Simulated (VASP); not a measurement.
Write the native input for VASP 6.6.1 that does the following.

| Quantity | Value |
| --- | --- |
| Task | single point |
| Functional | PBE |
| Potentials or basis | VASP PAW PBE potentials, release 64 (Hf_pv, O) |
| Cutoff | 520 eV |
| k mesh | 6 × 6 × 4 |
| Occupations | gaussian, width 0.02 eV |
| Spin | no spin polarisation |
| Dipole correction | no |
| Further INCAR settings | ALGO = Normal; EDIFF = 1e-06; NBANDS = 31 |

The structure of HfO2 lies in POSCAR:

```
HfO2
1.0
    3.6151629658      0.0000000000      0.0000000000
    0.0000000000      3.6151629658      0.0000000000
    0.0000000000      0.0000000000      5.2998418210
Hf O
2 4
Direct
    0.5000000000      0.5000000000      0.5000000000
    0.0000000000      0.0000000000      0.0000000000
    0.0000000000      0.5000000000      0.6904325924
    0.5000000000      0.0000000000      0.8095674076
    0.5000000000      0.0000000000      0.3095674076
    0.0000000000      0.5000000000      0.1904325924
```

One way to write it, as run:

INCAR

```
ALGO     = Normal         # electronic algorithm
EDIFF    = 1E-6           # SCF threshold, eV
ENCUT    = 520            # plane-wave cutoff, eV
GGA      = PE             # functional
ISIF     = 2              # what is computed and relaxed
ISMEAR   = 0              # smearing method
LASPH    = T              # aspherical terms in the spheres
LCHARG   = F              # write CHGCAR
LREAL    = F              # projectors in reciprocal space
LWAVE    = F              # write WAVECAR
NBANDS   = 31             # bands
NELM     = 60             # most SCF steps
PREC     = Accurate       # precision mode
SIGMA    = 0.02           # smearing width, eV
```

KPOINTS

```
k-points
0
Gamma
  6 6 4
```

Potentials or basis: VASP PAW PBE potentials, release 64 (Hf_pv, O).

Command:

```sh
$ cat potpaw_PBE.64/Hf_pv/POTCAR potpaw_PBE.64/O/POTCAR > POTCAR
$ mpirun -np 1 vasp_std > vasp.out
```

It gave:

```yaml
Pressure: -5.1 GPa
Largest_force: 0.053 eV/Å
Band_gap_on_the_k_mesh: 4.65 eV, indirect (least direct gap 4.71 eV)
```

Caveat: spin-orbit coupling is left out, which moves the levels of the heavy elements.

It took 26 s on 1 thread of Intel(R) Xeon(R) 6975P-C (Granite Rapids), on a shared host, peak memory 0.2 GiB.
